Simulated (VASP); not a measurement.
# BC5 in VASP: a series of runs

The runs below take BC5 through single point, with PBE.

Program: VASP 6.6.1. These are calculated values, not measurements. Logs are shortened: lines on timing, memory, paths and dates and some standing lists are left out, and cuts for length are marked.

### Step 1. The cell of the first run

It takes space group Imm2 (No. 44, orthorhombic). Conventional cell: a = 2.505 Å, b = 7.725 Å, c = 3.734 Å, α = 90.00°, β = 90.00°, γ = 90.00°. C (site symmetry mm2) has 2 C at 1.53 Å and 2 B at 1.68 Å within 2.0 Å. Within 2.0 Å of C (site symmetry m) lie 4 C at 1.53 to 1.56 Å. C (site symmetry m) has 3 C at 1.54 to 1.56 Å and 1 B at 1.61 Å within 2.1 Å. Within 2.1 Å of B (site symmetry mm2) lie 4 C at 1.61 to 1.68 Å.

### Step 2. Single point, PBE

The input, INCAR:

```
PREC = Accurate
ENCUT = 520
EDIFF = 1E-7
ISMEAR = -1
SIGMA = 0.05
LREAL = False
LASPH = True
NELM = 60
ALGO = Normal
ISIF = 2
LWAVE = False
LCHARG = True
GGA = PE
LELF = True
LVHAR = True
NBANDS = 20
```

The input, KPOINTS:

```
Automatic mesh
0
Gamma
  11 11 11
```

The input, POSCAR:

```
BC5
1.0
   -1.2526000000      3.8625540000      1.8671370000
    1.2526000000     -3.8625540000      1.8671370000
    1.2526000000      3.8625540000     -1.8671370000
C B
5 1
Direct
    0.8252650000      0.8252650000      0.0000000000
    0.2101850000      0.0417430000      0.1684420000
    0.8733010000      0.0417430000      0.8315580000
    0.4559700000      0.7835860000      0.6723840000
    0.1112020000      0.7835860000      0.3276160000
    0.5241760000      0.0241760000      0.5000000000
```

Potentials or basis: VASP PAW PBE potentials, release 64 (C, B).

Command:

```
cat potpaw_PBE.64/C/POTCAR potpaw_PBE.64/B/POTCAR > POTCAR
mpirun -np 1 vasp_std > vasp.out
```

OUTCAR:

```text
PREC = Accurate
   ENCUT = 520
   EDIFF = 1E-7
   ISMEAR = -1
   LREAL = False
   LASPH = True
   NELM = 60
   ISIF = 2
   GGA = PE

 ion  position               nearest neighbor table
   1  0.825  0.825  0.000-   3 1.53   2 1.53   6 1.68   6 1.68
   2  0.210  0.042  0.168-   1 1.53   4 1.54   4 1.54   5 1.56
   3  0.873  0.042  0.832-   1 1.53   5 1.54   5 1.54   4 1.56
   4  0.456  0.784  0.672-   2 1.54   2 1.54   3 1.56   6 1.61
   5  0.111  0.784  0.328-   3 1.54   3 1.54   2 1.56   6 1.61
   6  0.524  0.024  0.500-   5 1.61   4 1.61   1 1.68   1 1.68

  LATTYP: Found a body centered orthorhombic cell.
 ALAT       =     2.5052000000
 B/A-ratio  =     1.4906091330
 C/A-ratio  =     3.0836292512

  Lattice vectors:

 A1 = (  -1.2526000000,   3.8625540000,  -1.8671370000)
 A2 = (   1.2526000000,   3.8625540000,   1.8671370000)
 A3 = (   1.2526000000,  -3.8625540000,  -1.8671370000)

Analysis of symmetry for initial positions (statically):
=====================================================================
 Subroutine PRICEL returns:
 Original cell was already a primitive cell.

 Routine SETGRP: Setting up the symmetry group for a
 body centered orthorhombic supercell.

 Subroutine GETGRP returns: Found  4 space group operations
 (whereof  4 operations were pure point group operations)
 out of a pool of  8 trial point group operations.

The static configuration has the point symmetry C_2v.

Analysis of symmetry for dynamics (positions and initial velocities):
=====================================================================
 Subroutine PRICEL returns:
 Original cell was already a primitive cell.

 Routine SETGRP: Setting up the symmetry group for a
 body centered orthorhombic supercell.

 Subroutine GETGRP returns: Found  4 space group operations
 (whereof  4 operations were pure point group operations)
 out of a pool of  8 trial point group operations.

The dynamic configuration has the point symmetry C_2v.

 Subroutine INISYM returns: Found  4 space group operations
 (whereof  4 operations are pure point group operations),
 and found     1 'primitive' translations

----------------------------------------------------------------------------------------
[... 93 lines left out ...]
   ISTART =      0    job   : 0-new  1-cont  2-samecut
   ICHARG =      2    charge: 1-file 2-atom 10-const
   ISPIN  =      1    spin polarized calculation?
   LNONCOLLINEAR =      F non collinear calculations
   LSORBIT =      F    spin-orbit coupling
   LASPH  =      T    aspherical Exc in radial PAW
   ENCUT  =  520.0 eV  38.22 Ry    6.18 a.u.   8.31  8.31  8.31*2*pi/ulx,y,z
   NELM   =     60;   NELMIN=  2; NELMDL= -5     # of ELM steps
   EDIFF  = 0.1E-06   stopping-criterion for ELM
   LREAL  =      F    real-space projection
   EDIFFG = 0.1E-05   stopping-criterion for IOM
   NSW    =      0    number of steps for IOM
   IBRION =     -1    ionic relax: 0-MD 1-quasi-New 2-CG
   NFREE  =      0    steps in history (QN), initial steepest desc. (CG)
   ISIF   =      2    stress and relaxation
   ISYM   =      2    0-nonsym 1-usesym 2-fastsym
   POTIM  = 0.5000    time-step for ionic-motion
   TEBEG  =    0.0;   TEEND  =   0.0 temperature during run
   PSTRESS=    0.0 pullay stress
   NELECT =      23.0000    total number of electrons
   NUPDOWN=      -1.0000    fix difference up-down
   EMIN   =  10.00;   EMAX   =-10.00  energy-range for DOS
   EFERMI =   0.00;   METHOD = LEGACY
   ISMEAR =    -1;   SIGMA  =   0.05  broadening in eV -4-tet -1-fermi 0-gaus
   EFERMI_NEDOS =   21; number of points for ismear=-14 and -15
   IALGO  =     38    algorithm
   IMIX   =      4    mixing-type and parameters
     AMIX     =   0.40;   BMIX     =  1.00
     AMIX_MAG =   1.60;   BMIX_MAG =  1.00
  volume/ion in A,a.u.               =       6.02        40.64
  Fermi-wavevector in a.u.,A,eV,Ry     =   1.408239  2.661186 26.982221  1.983137
  Thomas-Fermi vector in A             =   2.530417
   LORBIT       =      0    0 simple, 1 ext, 2 COOP (PROOUT), +10 PAW based schemes
   GGA     = PE    functional components
   LHFCALC =     F    Hartree Fock is set to
   AEXX    =    0.0000 exact exchange contribution
   IVDW    =     0    specifies the selected vdW correction
   LEPSILON=     F    determine dielectric tensor
   LRPA    =     F    only Hartree local field effects (RPA)
 non-spin polarized calculation
  energy-cutoff  :      520.00
  volume of cell :       36.13
 maximum number of plane-waves:       992
 NGX is ok and might be reduce to    36
   NGX = 17   NGY = 17   NGZ = 17

 number of electron      23.0000000 magnetization

 Free energy of the ion-electron system (eV)
  ---------------------------------------------------
  ext. energy  EPLUGINS =         0.00000000
  ---------------------------------------------------
  free energy    TOTEN  =       -51.34493224 eV

  energy without entropy =      -51.33909348  energy(sigma->0) =      -51.34201286

 E-fermi :   7.7242     XC(G=0): -12.8874

 val. band max:        7.7147931091   @ k =  -0.4545  -0.4545   0.2727
 cond. band min:       7.7269409416   @ k =  -0.4545  -0.3636   0.1818
 fundamental gap:      0.0121478325
 Fermi energy:         7.7242388170

 k-point     1 :       0.0000    0.0000    0.0000
  band No.  band energies     occupation
      1     -11.7150      2.00000
      2      -5.3995      2.00000
      3      -4.0518      2.00000
      4      -2.4292      2.00000
      5      -0.1940      2.00000
      6       0.0316      2.00000
[... 541 lines left out ...]
     19      20.1155      0.00000
     20      20.8412      0.00000

 [... further k-points ...]
[... 5 lines left out ...]
  --------------------------------------------------------------------------------------
  -------------------------------------------------------------------------------------
  Total        0.0527452      0.1443382     -0.1655007      0.0000000      0.0000000      0.0000000
  in kB        2.3386762      6.3998349     -7.3381609      0.0000000      0.0000000      0.0000000
  external PRESSURE =       0.4667834 kB  Pullay stress =       0.0000000 kB

 VOLUME and BASIS-vectors are now :
 -----------------------------------------------------------------------------
  energy-cutoff  :      520.00
  volume of cell :       36.13
      direct lattice vectors                 reciprocal lattice vectors
    -1.252600000  3.862554000  1.867137000     0.000000000  0.129448028  0.267789669
     1.252600000 -3.862554000  1.867137000     0.399169727  0.000000000  0.267789669
     1.252600000  3.862554000 -1.867137000     0.399169727  0.129448028  0.000000000

 POSITION                                       TOTAL-FORCE (eV/Angst)
 -----------------------------------------------------------------------------------
      0.00000      0.00000      3.08177         0.000000     -0.000000     -0.105864
     -0.00000      1.30123      0.15588         0.000000      0.006941      0.014951
      0.00000      6.42388      0.15588         0.000000     -0.006941      0.014951
      1.25260      1.33169      1.05899        -0.000000      0.011689     -0.010037
      1.25260     -1.33169      1.05899         0.000000     -0.011689     -0.010037
      0.00000      3.86255      0.09028        -0.000000     -0.000000      0.096037
 -----------------------------------------------------------------------------------
    total drift:                               -0.000000     -0.000000     -0.000031

  FREE ENERGIE OF THE ION-ELECTRON SYSTEM (eV)
  ---------------------------------------------------
  free  energy   TOTEN  =       -51.3449322402 eV

  energy  without entropy=      -51.3390934800  energy(sigma->0) =      -51.34201286
```

It took 2.6 min on 1 thread of Intel Xeon 6975P-C (Granite Rapids), shared host; peak memory 0.27 GiB.

What came out:

| Item | Value |
| --- | --- |
| Free energy | -51.3449 eV |
| Pressure | 0.0 GPa |
| Largest force | 0.106 eV/Å |
| Band gap on the k mesh | zero (an odd number of electrons rules out a gap without spin polarisation) |

Forces on the atoms (eV/Å):
```
C    0.000  0.000 -0.106
C    0.000  0.007  0.015
C    0.000 -0.007  0.015
C    0.000  0.012 -0.010
C    0.000 -0.012 -0.010
B    0.000  0.000  0.096
```

### Step 3. Single point, PBE

The input, INCAR:

```
SYSTEM = BC5
PREC = Accurate ; ENCUT = 520
EDIFF = 1E-7 ; ISMEAR = -1
SIGMA = 0.05 ; LREAL = .False.
LASPH = .True. ; NELM = 100
ALGO = Normal ; ISIF = 2
LWAVE = .False. ; LCHARG = .False.
GGA = PE ; NBANDS = 20
```

The input, KPOINTS:

```
regular mesh
0
Gamma
  11 11 11
  0 0 0
```

POSCAR is that of step 2.

Potentials or basis: VASP PAW PBE potentials, release 64 (C, B).

Command:

```
cat potpaw_PBE.64/C/POTCAR potpaw_PBE.64/B/POTCAR > POTCAR
mpirun -np 1 vasp_std > vasp.out
```

Run time: 2.8 min. Hardware: 1 thread of Intel Xeon 6975P-C (Granite Rapids), shared host; peak memory 0.27 GiB.

The run converged. Its results:

* Free energy: -51.3449 eV
* Pressure: 0.0 GPa
* Largest force: 0.106 eV/Å
* Band gap on the k mesh: zero (an odd number of electrons rules out a gap without spin polarisation)

Forces in eV/Å, atoms in the order of the input:
```
C    0.000  0.000 -0.106
C    0.000  0.007  0.015
C    0.000 -0.007  0.015
C    0.000  0.012 -0.010
C    0.000 -0.012 -0.010
B    0.000  0.000  0.096
```

Stress tensor (GPa, compression positive):
```
 0.23  0.00  0.00
 0.00  0.64  0.00
 0.00  0.00 -0.73
```

Levels at points of the mesh, in eV from the Fermi level:
| k point | band 9 | band 10 | band 11 | band 12 | band 13 | band 14 | band 15 | band 16 |
| --- | --- | --- | --- | --- | --- | --- | --- | --- |
| (0.00, 0.00, 0.00) | -1.88 | 1.17 | 1.18 | 2.75 | 7.02 | 7.08 | 7.17 | 7.94 |

### Step 4. Single point, PBE

The input, INCAR:

```
PREC = Accurate ; ENCUT = 520
EDIFF = 1E-6 ; ISMEAR = 0
SIGMA = 0.05 ; LREAL = F
LASPH = T ; NELM = 100
ALGO = Normal ; ISIF = 2
LWAVE = F ; LCHARG = T
GGA = PE ; LELF = T
LVHAR = T ; NBANDS = 20
```

The input, KPOINTS:

```
Automatic mesh
0
Gamma
  6 9 8
```

The input, POSCAR:

```
BC5
1.0
   -1.2526000000      3.8625540000      1.8671370000
    1.2526000000     -3.8625540000      1.8671370000
    1.2526000000      3.8625540000     -1.8671370000
C B
5 1
Direct
    0.8320690000      0.8352760000      0.0065040000
    0.2083880000      0.0287840000      0.1648560000
    0.8741190000      0.0241410000      0.8053960000
    0.4503560000      0.7679340000      0.6501910000
    0.1015440000      0.7820550000      0.3343820000
    0.5312600000      0.0174300000      0.4815620000
```

Command:

```
cat potpaw_PBE.64/C/POTCAR potpaw_PBE.64/B/POTCAR > POTCAR
mpirun -np 1 vasp_std > vasp.out
```

Run time: 2.1 min. Hardware: 1 thread of Intel Xeon 6975P-C (Granite Rapids), shared host; peak memory 0.27 GiB.

Results (log left out):

```
Free energy            : -51.1046 eV
Pressure               : 1.5 GPa
Largest force          : 2.844 eV/Å
Band gap on the k mesh : zero (an odd number of electrons rules out a gap without spin polarisation)
```

Forces on the atoms (eV/Å):
```
C   -0.423 -1.024 -0.727
C   -0.294 -1.340  1.058
C    2.132  0.992 -1.144
C    0.632  1.493 -0.283
C   -2.186 -0.275  1.797
B    0.139  0.155 -0.701
```

Stress tensor (GPa, compression positive):
```
 3.17 -1.13 -1.74
-1.13 -0.99 -0.34
-1.74 -0.34  2.37
```

Levels at points of the mesh, in eV from the Fermi level:
| k point | band 9 | band 10 | band 11 | band 12 | band 13 | band 14 | band 15 | band 16 |
| --- | --- | --- | --- | --- | --- | --- | --- | --- |
| (0.00, 0.00, 0.00) | -1.93 | 1.00 | 1.43 | 2.71 | 6.43 | 6.82 | 7.25 | 8.14 |
| (0.50, 0.00, 0.00) | -2.06 | -1.90 | -1.06 | 1.21 | 6.96 | 7.78 | 8.95 | 9.92 |
| (0.00, 0.00, 0.50) | -4.59 | -4.26 | -3.38 | -2.08 | 5.14 | 6.35 | 8.48 | 9.21 |
| (0.50, 0.00, 0.50) | -4.86 | -3.93 | -1.25 | -0.95 | 8.15 | 9.08 | 9.47 | 9.86 |

Caveat: forces of over 1 eV/Å act on the atoms, so gaps and moduli don't describe the material at rest.
